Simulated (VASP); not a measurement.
# CoO (Fm-3m) in VASP: notebook

Aim: see how the results for CoO move with the level of theory and the settings. Levels: LDA, PBEsol+D4. Tasks: single point.

All numbers are computed with VASP 6.6.1; they aren't measurements. Logs are shortened: lines on timing, memory, paths and dates and some standing lists are left out, and cuts for length are marked.

## 1. The cell of the first run

Symmetry: Fm-3m, No. 225, cubic system. The conventional cell has a = 4.205 Å, b = 4.205 Å, c = 4.205 Å, α = 90.00°, β = 90.00°, γ = 90.00°. Co (site symmetry m-3m) has 6 O at 2.10 Å within 2.8 Å. O (site symmetry m-3m) has 6 Co at 2.10 Å within 2.8 Å.

## 2. Single point, LDA, collinear spin, ferromagnetic start

The input, INCAR:

```
  PREC = Accurate
  ENCUT = 520
  EDIFF = 1E-7
  ISMEAR = -1
  SIGMA = 0.05
  LREAL = False
  LASPH = True
  NELM = 150
  ALGO = Normal
  ISIF = 2
  LWAVE = False
  LCHARG = False
  ISPIN = 2
  MAGMOM = 2 0
  LORBIT = 11
  LMAXMIX = 4
  GGA = CA
  NBANDS = 18
```

The input, KPOINTS:

```
regular mesh
0
Gamma
  11 11 11
```

The input, POSCAR:

```
CoO
1.0
    0.0000000000      2.1026924146      2.1026924146
    2.1026924146      0.0000000000      2.1026924146
    2.1026924146      2.1026924146      0.0000000000
Co O
1 1
Direct
    0.0000000000      0.0000000000      0.0000000000
    0.5000000000      0.5000000000      0.5000000000
```

Potentials or basis: VASP PAW LDA potentials, release 64 (Co, O).

Launch:

```console
> cat potpaw_LDA.64/Co/POTCAR potpaw_LDA.64/O/POTCAR > POTCAR
> mpirun -np 1 vasp_std > vasp.out
```

OUTCAR:

```text
PREC = Accurate
   ENCUT = 520
   EDIFF = 1E-7
   ISMEAR = -1
   LREAL = False
   LASPH = True
   NELM = 150
   ISIF = 2
   ISPIN = 2
   LORBIT = 11
   GGA = CA

 ion  position               nearest neighbor table
   1  0.000  0.000  0.000-   2 2.10   2 2.10   2 2.10   2 2.10   2 2.10   2 2.10
   2  0.500  0.500  0.500-   1 2.10   1 2.10   1 2.10   1 2.10   1 2.10   1 2.10

  LATTYP: Found a face centered cubic cell.
 ALAT       =     4.2053848292

  Lattice vectors:

 A1 = (   0.0000000000,   2.1026924146,   2.1026924146)
 A2 = (   2.1026924146,   0.0000000000,   2.1026924146)
 A3 = (   2.1026924146,   2.1026924146,   0.0000000000)

Analysis of symmetry for initial positions (statically):
[... 25 lines left out ...]
The dynamic configuration has the point symmetry O_h .

Analysis of structural, dynamic, and magnetic symmetry:
=====================================================================
 Subroutine PRICEL returns:
[... 7 lines left out ...]
 out of a pool of 48 trial point group operations.

The overall configuration has the point symmetry O_h .

 Subroutine INISYM returns: Found 48 space group operations
[... 5 lines left out ...]
                                     Primitive cell

  volume of cell :      18.5933

  direct lattice vectors                    reciprocal lattice vectors
     0.000000000  2.102692415  2.102692415    -0.237790367  0.237790367  0.237790367
     2.102692415  0.000000000  2.102692415     0.237790367 -0.237790367  0.237790367
     2.102692415  2.102692415  0.000000000     0.237790367  0.237790367 -0.237790367

  length of vectors
     2.973656130  2.973656130  2.973656130     0.411864996  0.411864996  0.411864996

  position of ions in fractional coordinates (direct lattice)
     0.000000000  0.000000000  0.000000000
     0.500000000  0.500000000  0.500000000

  ion indices of the primitive-cell ions
   primitive index   ion index
                 1           1
                 2           2

----------------------------------------------------------------------------------------

 KPOINTS: regular mesh

Automatic generation of k-mesh.
 Grid dimensions read from file:
 generate k-points for:   11   11   11

 Generating k-lattice:

  Cartesian coordinates                     Fractional coordinates (reciprocal lattice)
    -0.021617306  0.021617306  0.021617306     0.090909091  0.000000000  0.000000000
     0.021617306 -0.021617306  0.021617306     0.000000000  0.090909091  0.000000000
     0.021617306  0.021617306 -0.021617306     0.000000000  0.000000000  0.090909091

  Length of vectors
     0.037442272  0.037442272  0.037442272

  Shift w.r.t. Gamma in fractional coordinates (k-lattice)
     0.000000000  0.000000000  0.000000000

 Subroutine IBZKPT returns following result:
 ===========================================

 Found     56 irreducible k-points:

 Following reciprocal coordinates:
            Coordinates               Weight
  0.000000  0.000000  0.000000      1.000000
  0.090909  0.000000  0.000000      8.000000
  0.181818  0.000000  0.000000      8.000000
  0.272727  0.000000  0.000000      8.000000
  0.363636  0.000000  0.000000      8.000000
  0.454545  0.000000  0.000000      8.000000
[... 16 lines left out ...]
 -0.272727  0.181818  0.000000     24.000000
 -0.181818  0.181818  0.000000     12.000000
 [... further k-points ...]
   k-points           NKPTS =     56   k-points in BZ     NKDIM =     56   number of bands    NBANDS=     18
   number of dos      NEDOS =    301   number of ions     NIONS =      2
   total plane-waves  NPLWV =  13824
   dimension x,y,z NGX =    24 NGY =   24 NGZ =   24
   dimension x,y,z NGXF=    48 NGYF=   48 NGZF=   48
   ions per type =               1   1
   NGX,Y,Z   is equivalent  to a cutoff of  13.42, 13.42, 13.42 a.u.
   NGXF,Y,Z  is equivalent  to a cutoff of  26.83, 26.83, 26.83 a.u.
 SYSTEM =  unknown system
   PREC   = accura    normal or accurate (medium, high low for compatibility)
   ISTART =      0    job   : 0-new  1-cont  2-samecut
   ICHARG =      2    charge: 1-file 2-atom 10-const
   ISPIN  =      2    spin polarized calculation?
   LNONCOLLINEAR =      F non collinear calculations
   LSORBIT =      F    spin-orbit coupling
   LASPH  =      T    aspherical Exc in radial PAW
   ENCUT  =  520.0 eV  38.22 Ry    6.18 a.u.   5.53  5.53  5.53*2*pi/ulx,y,z
   NELM   =    150;   NELMIN=  2; NELMDL= -5     # of ELM steps
   EDIFF  = 0.1E-06   stopping-criterion for ELM
   LREAL  =      F    real-space projection
   EDIFFG = 0.1E-05   stopping-criterion for IOM
   NSW    =      0    number of steps for IOM
   IBRION =     -1    ionic relax: 0-MD 1-quasi-New 2-CG
   NFREE  =      0    steps in history (QN), initial steepest desc. (CG)
   ISIF   =      2    stress and relaxation
   ISYM   =      2    0-nonsym 1-usesym 2-fastsym
   POTIM  = 0.5000    time-step for ionic-motion
   TEBEG  =    0.0;   TEEND  =   0.0 temperature during run
   PSTRESS=    0.0 pullay stress
   NELECT =      15.0000    total number of electrons
   NUPDOWN=      -1.0000    fix difference up-down
   EMIN   =  10.00;   EMAX   =-10.00  energy-range for DOS
   EFERMI =   0.00;   METHOD = LEGACY
   ISMEAR =    -1;   SIGMA  =   0.05  broadening in eV -4-tet -1-fermi 0-gaus
   EFERMI_NEDOS =   21; number of points for ismear=-14 and -15
   IALGO  =     38    algorithm
   IMIX   =      4    mixing-type and parameters
     AMIX     =   0.40;   BMIX     =  1.00
     AMIX_MAG =   1.60;   BMIX_MAG =  1.00
  volume/ion in A,a.u.               =       9.30        62.74
  Fermi-wavevector in a.u.,A,eV,Ry     =   1.524004  2.879950 31.600740  2.322589
  Thomas-Fermi vector in A             =   2.632370
   LORBIT       =     11    0 simple, 1 ext, 2 COOP (PROOUT), +10 PAW based schemes
   GGA     = CA    functional components
   LHFCALC =     F    Hartree Fock is set to
   AEXX    =    0.0000 exact exchange contribution
   IVDW    =     0    specifies the selected vdW correction
   LEPSILON=     F    determine dielectric tensor
   LRPA    =     F    only Hartree local field effects (RPA)
 spin polarized calculation
  energy-cutoff  :      520.00
  volume of cell :       18.59
 maximum number of plane-waves:       531
 NGX is ok and might be reduce to    24
   NGX = 11   NGY = 11   NGZ = 11

 number of electron      14.9999999 magnetization       2.4413214

 Free energy of the ion-electron system (eV)
  ---------------------------------------------------
  ext. energy  EPLUGINS =         0.00000000
  ---------------------------------------------------
  free energy    TOTEN  =       -14.74503690 eV

  energy without entropy =      -14.70887318  energy(sigma->0) =      -14.72695504

 E-fermi :   8.1966     XC(G=0): -13.1095

 val. band max:        8.1965338738   @ k =   0.3636   0.1818   0.0000
 cond. band min:       8.1977027498   @ k =   0.3636   0.2727   0.0909
 fundamental gap:      0.0011688760
 Fermi energy:         8.1966402204

 spin component 1

 k-point     1 :       0.0000    0.0000    0.0000
  band No.  band energies     occupation
      1     -12.2685      1.00000
      2       4.6923      1.00000
      3       4.6923      1.00000
      4       4.6923      1.00000
      5       5.3326      1.00000
      6       5.3326      1.00000
[... 10 lines left out ...]
     17      30.1541      0.00000
     18      33.4764      0.00000

 k-point     2 :       0.0909    0.0000    0.0000
  band No.  band energies     occupation
      1     -12.1745      1.00000
      2       3.9176      1.00000
      3       4.0798      1.00000
      4       4.0798      1.00000
      5       5.3996      1.00000
      6       5.3996      1.00000
[... 10 lines left out ...]
     17      31.2304      0.00000
     18      34.8595      0.00000

 k-point     3 :       0.1818    0.0000    0.0000
  band No.  band energies     occupation
      1     -11.9113      1.00000
      2       2.6016      1.00000
      3       3.3200      1.00000
      4       3.3200      1.00000
      5       5.5703      1.00000
      6       5.5703      1.00000
[... 412 lines left out ...]
 k-point    23 :      -0.2727    0.1818    0.0000
  band No.  band energies     occupation
      1     -11.1331      1.00000
      2       0.5881      1.00000
      3       2.1866      1.00000
      4       2.3900      1.00000
      5       5.8938      1.00000
      6       6.0061      1.00000
[... 10 lines left out ...]
     17      36.2891      0.00000
     18      38.1676      0.00000

 k-point    24 :      -0.1818    0.1818    0.0000
  band No.  band energies     occupation
      1     -11.4446      1.00000
      2       1.2023      1.00000
      3       2.4544      1.00000
      4       2.9227      1.00000
      5       5.7072      1.00000
      6       5.8981      1.00000
[... 10 lines left out ...]
     17      36.4154      0.00000
     18      38.1823      0.00000

 [... further k-points ...]

 spin component 2

 k-point     1 :       0.0000    0.0000    0.0000
  band No.  band energies     occupation
      1     -11.8783      1.00000
      2       5.1270      1.00000
      3       5.1270      1.00000
      4       5.1270      1.00000
      5       6.9962      1.00000
      6       6.9963      1.00000
[... 10 lines left out ...]
     17      30.8702      0.00000
     18      34.1741      0.00000

 k-point     2 :       0.0909    0.0000    0.0000
  band No.  band energies     occupation
      1     -11.7831      1.00000
      2       4.4448      1.00000
      3       4.8069      1.00000
      4       4.8069      1.00000
      5       7.0975      1.00000
      6       7.0975      1.00000
[... 10 lines left out ...]
     17      31.8881      0.00000
     18      35.5685      0.00000

 k-point     3 :       0.1818    0.0000    0.0000
  band No.  band energies     occupation
      1     -11.5164      1.00000
      2       3.1242      1.00000
      3       4.1929      1.00000
      4       4.1929      1.00000
      5       7.3145      1.00000
      6       7.3145      1.00000
[... 412 lines left out ...]
 k-point    23 :      -0.2727    0.1818    0.0000
  band No.  band energies     occupation
      1     -10.7229      1.00000
      2       1.1181      1.00000
      3       3.0209      1.00000
      4       3.1340      1.00000
      5       7.6609      0.99998
      6       7.9119      0.99665
[... 10 lines left out ...]
     17      36.6923      0.00000
     18      38.7000      0.00000

 k-point    24 :      -0.1818    0.1818    0.0000
  band No.  band energies     occupation
      1     -11.0414      1.00000
      2       1.7654      1.00000
      3       3.4142      1.00000
      4       3.5447      1.00000
      5       7.4380      1.00000
      6       7.8230      0.99943
[... 10 lines left out ...]
     17      36.9264      0.00000
     18      38.6936      0.00000

 [... further k-points ...]
[... 5 lines left out ...]
  --------------------------------------------------------------------------------------
  -------------------------------------------------------------------------------------
  Total       -2.0069605     -2.0069605     -2.0069605     -0.0000000     -0.0000000     -0.0000000
  in kB     -172.9386880   -172.9386880   -172.9386880     -0.0000000     -0.0000000     -0.0000000
  external PRESSURE =    -172.9386880 kB  Pullay stress =       0.0000000 kB

 VOLUME and BASIS-vectors are now :
 -----------------------------------------------------------------------------
  energy-cutoff  :      520.00
  volume of cell :       18.59
      direct lattice vectors                 reciprocal lattice vectors
     0.000000000  2.102692415  2.102692415    -0.237790367  0.237790367  0.237790367
     2.102692415  0.000000000  2.102692415     0.237790367 -0.237790367  0.237790367
     2.102692415  2.102692415  0.000000000     0.237790367  0.237790367 -0.237790367

 POSITION                                       TOTAL-FORCE (eV/Angst)
 -----------------------------------------------------------------------------------
      0.00000      0.00000      0.00000         0.000000      0.000000      0.000000
      2.10269      2.10269      2.10269         0.000000      0.000000      0.000000
 -----------------------------------------------------------------------------------
    total drift:                                0.000000     -0.000000     -0.000000

  FREE ENERGIE OF THE ION-ELECTRON SYSTEM (eV)
  ---------------------------------------------------
  free  energy   TOTEN  =       -14.7450368996 eV

  energy  without entropy=      -14.7088731753  energy(sigma->0) =      -14.72695504

 total charge

# of ion       s       p       d       tot
------------------------------------------
    1        0.305   0.380   7.237   7.922
    2        1.548   3.387   0.000   4.935
--------------------------------------------------
tot          1.853   3.768   7.237  12.857

 magnetization (x)

# of ion       s       p       d       tot
------------------------------------------
    1        0.019   0.017   2.130   2.167
    2        0.028   0.198   0.000   0.226
--------------------------------------------------
tot          0.047   0.215   2.130   2.392
```

Run time: 30 s. Hardware: 1 thread of Intel Xeon Platinum 8259CL at 2.50GHz (Skylake/Cascade Lake), shared host; peak memory 0.15 GiB.

What came out:

```
Free energy                                           : -14.7450 eV
Pressure                                              : -17.3 GPa
Net moment                                            : 2.44 μB per cell
Site moments                                          : Co +2.17; O +0.23 μB
Valence electrons inside the program's atomic spheres : Co 7.92; O 4.93
```

Caveat: a cell with one magnetic atom can't hold antiferromagnetic order, which such compounds often take; semilocal functionals often make such compounds metallic where correlation or magnetic order opens a gap, which also shifts bond lengths. With open d or f shells a metallic result of LDA can be an artefact of self-interaction; +U or a hybrid may open a gap.

[end of part 1 of 3]
